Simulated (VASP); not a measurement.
Input of a VASP 6.6.1 run:

File INCAR:

```
  PREC = Accurate
  ENCUT = 600
  EDIFF = 1E-6
  ISMEAR = -1
  SIGMA = 0.01
  LREAL = F
  LASPH = T
  NELM = 120
  ALGO = Normal
  ISIF = 2
  LWAVE = F
  LCHARG = T
  GGA = PE
  LELF = T
  LVHAR = T
  NBANDS = 16
  GGA_COMPAT = F
```

Contents of KPOINTS:

```
regular mesh
0
Gamma
  9 9 9
```

The input POSCAR:

```
ZrN
1.0
    0.0000000000      2.2842300000      2.2842300000
    2.2842300000      0.0000000000      2.2842300000
    2.2842300000      2.2842300000      0.0000000000
Zr N
1 1
Direct
    0.0000000000      0.0000000000      0.0000000000
    0.5000000000      0.5000000000      0.5000000000
```

Potentials or basis: VASP PAW PBE potentials, release 64 (Zr_sv, N).

Launch:

```console
$ cat potpaw_PBE.64/Zr_sv/POTCAR potpaw_PBE.64/N/POTCAR > POTCAR
$ mpirun -np 1 vasp_std > vasp.out
```

Q: Estimate the band gap on the k mesh.

A: Zero (an odd number of electrons rules out a gap without spin polarisation).

Q: What does it give for the pressure?

A: 4.6 GPa.

Caveat: the cell stands under pressure.
